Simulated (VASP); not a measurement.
Here is a VASP 6.6.1 calculation.

Contents of POSCAR:

```
KI
1.0
    0.0000000000      3.5911591809      3.5911591809
    3.5911591809      0.0000000000      3.5911591809
    3.5911591809      3.5911591809      0.0000000000
K I
1 1
Direct
    0.0000000000      0.0000000000      0.0000000000
    0.5000000000      0.5000000000      0.5000000000
```

The input INCAR.step1:

```
PREC = Accurate ; ENCUT = 600
ISMEAR = -1 ; SIGMA = 0.02
LREAL = False ; LASPH = True
NELM = 60 ; GGA = PE
ALGO = Normal ; EDIFF = 1E-4
LWAVE = True ; LCHARG = False
```

File INCAR.step2:

```
PREC = Accurate ; ENCUT = 600
EDIFF = 1E-7 ; ISMEAR = -1
SIGMA = 0.02 ; LREAL = False
LASPH = True ; NELM = 60
ALGO = Normal ; ISIF = 3
LWAVE = False ; LCHARG = False
METAGGA = R2SCAN ; LMIXTAU = True
IBRION = 2 ; NSW = 80
EDIFFG = -0.005 ; ISTART = 1
```

KPOINTS

```
Automatic mesh
0
Gamma
  6 6 6
```

Potentials or basis: VASP PAW PBE potentials, release 64 (K_sv, I).

Command:

```sh
$ cat potpaw_PBE.64/K_sv/POTCAR potpaw_PBE.64/I/POTCAR > POTCAR
$ cp INCAR.step1 INCAR
$ mpirun -np 1 vasp_std > vasp.out
$ cp INCAR.step2 INCAR
$ mpirun -np 1 vasp_std > vasp.out
```

Predict the band gap on the k mesh.

4.57 eV, direct.

Estimate the relaxed volume.

44.69 Å³/atom.

Estimate the relaxed cell.

a = 5.019 Å, b = 5.019 Å, c = 5.019 Å, α = 60.00°, β = 60.00°, γ = 60.00°.

The path:
```
step  energy change (eV)  largest force (eV/Å)  pressure (GPa)  volume (Å³)
   1              0.0000                0.0000           -0.42        92.63
   2             -0.0033                0.0000           -0.23        91.01
   3             -0.0045                0.0000           -0.01        89.39
```

Caveat: the PAW data sets were made with another functional, which shifts forces and pressure a little; spin-orbit coupling is left out, which moves the levels of the heavy elements. r2SCAN opens gaps a little over a GGA but as a rule still falls short of measured ones.
